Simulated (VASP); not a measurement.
Input of a VASP 6.6.1 run:

File INCAR:

```
SYSTEM = SrFe2As2
ALGO = Fast
EDIFF = 1E-6
ENCUT = 520
GGA = CA
ISIF = 2
ISMEAR = -1
LASPH = .True.
LCHARG = .False.
LREAL = .False.
LWAVE = .False.
NBANDS = 26
NELM = 100
PREC = Accurate
SIGMA = 0.15
```

The input KPOINTS:

```
k-points
0
Gamma
  14 14 14
  0 0 0
```

Contents of POSCAR:

```
SrFe2As2
1.0
   -1.9353200319      1.9353200319      5.6190922379
    1.9353200319     -1.9353200319      5.6190922379
    1.9353200319      1.9353200319     -5.6190922379
Sr Fe As
1 2 2
Direct
    0.0000000000      0.0000000000      0.0000000000
    0.2500000000      0.7500000000      0.5000000000
    0.7500000000      0.2500000000      0.5000000000
    0.3550387849      0.3550387849      0.0000000000
    0.6449612151      0.6449612151      0.0000000000
```

Potentials or basis: VASP PAW LDA potentials, release 64 (Sr_sv, Fe, As).

Command:

```sh
$ cat potpaw_LDA.64/Sr_sv/POTCAR potpaw_LDA.64/Fe/POTCAR potpaw_LDA.64/As/POTCAR > POTCAR
$ mpirun -np 1 vasp_std > vasp.out
```

Question: Predict the largest force.

Answer: 0.042 eV/Å.

Question: What does it give for the band gap on the k mesh?

Answer: Zero (bands 18 and 19 overlap by 1.01 eV).

Stress tensor (GPa, compression positive):
```
0.77 0.00 0.00
0.00 0.77 0.00
0.00 0.00 0.42
```

Caveat: the run has no spin polarisation, though such a crystal can be magnetic. Spin polarisation is off, so any magnetic state and its effect on volume and gap are missing.
